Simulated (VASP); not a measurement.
ScAlH6:

```
Sc Al H
1.0
     2.94782   -0.02761    0.02345
    -0.02761    2.99339   -0.01186
     0.04738   -0.02396    5.86692
Sc Al H
1 1 6
Direct
  0.04384 0.03192 0.00560
  0.93605 0.99479 0.51292
  0.48053 0.54749 0.99711
  0.54427 0.48239 0.49808
  0.48556 0.94912 0.26417
  0.47495 0.02460 0.74778
  0.99088 0.52405 0.28138
  0.99922 0.47341 0.74820
```

```yaml
Program: VASP 6.6.1
Task: relaxation of cell and atoms
Functional: PBEsol
Potentials_or_basis: VASP PAW PBE potentials, release 64 (Sc_sv, Al, H)
Cutoff: 600 eV
k_mesh: 6 × 6 × 4
Occupations: fermi-dirac, width 0.05 eV
Spin: no spin polarisation
```

At the start: pressure 0.7 GPa; volume 6.47 Å³/atom.

Question: Where does the relaxation end?

Answer: Over 79 steps the energy falls by 207.6 meV/atom and the volume is 7.14 Å³/atom (+10.4 %); space group P1 (No. 1, to 0.1 Å) before, Pm (No. 6, to 0.1 Å).

The path:
```
step  energy change (eV)  largest force (eV/Å)  pressure (GPa)  volume (Å³)
   1              0.0000                1.3513            0.68        51.76
   3             -0.2043                0.4827           -1.12        52.23
   5             -0.2690                0.4474            1.24        51.28
   7             -0.3182                0.3292            0.85        51.94
   9             -0.4318                0.3118           -1.23        54.95
  11             -0.4474                0.3311           -1.42        55.84
  13             -0.5097                0.3707           -1.00        56.73
  15             -0.5194                0.4696           -0.70        57.19
  17             -0.5727                0.4096           -0.56        56.78
  19             -0.6050                0.2189            0.24        56.04
  21             -0.6346                0.1605            0.08        55.84
  23             -0.6467                0.2160            0.25        55.87
  25             -0.6759                0.2135            0.21        56.24
  27             -0.6918                0.4593            0.56        56.61
  29             -0.7115                0.4535            0.68        56.91
  31             -0.6957                0.9035            2.34        58.29
  33             -0.7562                0.4023            0.93        57.87
  35             -0.7515                1.2841           -0.65        60.94
  37             -0.8401                0.4156           -0.24        59.69
  39             -0.8158                1.2072           -1.60        62.34
  41             -0.9522                0.4589           -0.73        61.01
  43             -1.0919                0.7245            0.09        61.03
  45             -1.1800                1.1348            0.65        60.64
  47             -1.3551                0.5227           -0.99        61.22
  49             -1.4775                0.4347           -1.45        60.20
  51             -1.5501                0.2946            0.26        58.13
  53             -1.5852                0.2302           -0.13        57.67
  55             -1.6105                0.1521           -0.31        57.20
  57             -1.6275                0.1293            0.17        56.51
  59             -1.6371                0.1156            0.36        56.38
  61             -1.6459                0.1126            0.32        56.54
  63             -1.6555                0.0675           -0.06        57.06
  65             -1.6582                0.0654           -0.07        57.19
  67             -1.6593                0.0409            0.10        57.15
  69             -1.6601                0.0267            0.01        57.22
  71             -1.6605                0.0238           -0.09        57.26
  73             -1.6607                0.0180            0.01        57.19
  75             -1.6608                0.0100            0.01        57.16
  77             -1.6608                0.0158           -0.01        57.13
  79             -1.6609                0.0063            0.01        57.12
```

Final structure:
```
Sc Al H
1.0
     3.04916    0.73416    0.00326
     0.63112    3.76906   -0.00915
     0.00129   -0.00526    5.17899
Sc Al H
1 1 6
Direct
  0.95932 0.95150 0.00763
  0.56159 0.75449 0.50721
  0.65405 0.55058 0.00608
  0.78619 0.28289 0.50598
  0.40006 0.07261 0.23795
  0.39976 0.07472 0.77747
  0.09737 0.66974 0.31449
  0.09695 0.67125 0.69842
```

Caveat: a cell axis changed by over 15 % at a fixed basis, so the end point is rough; the PAW data sets were made with another functional, which shifts forces and pressure a little.
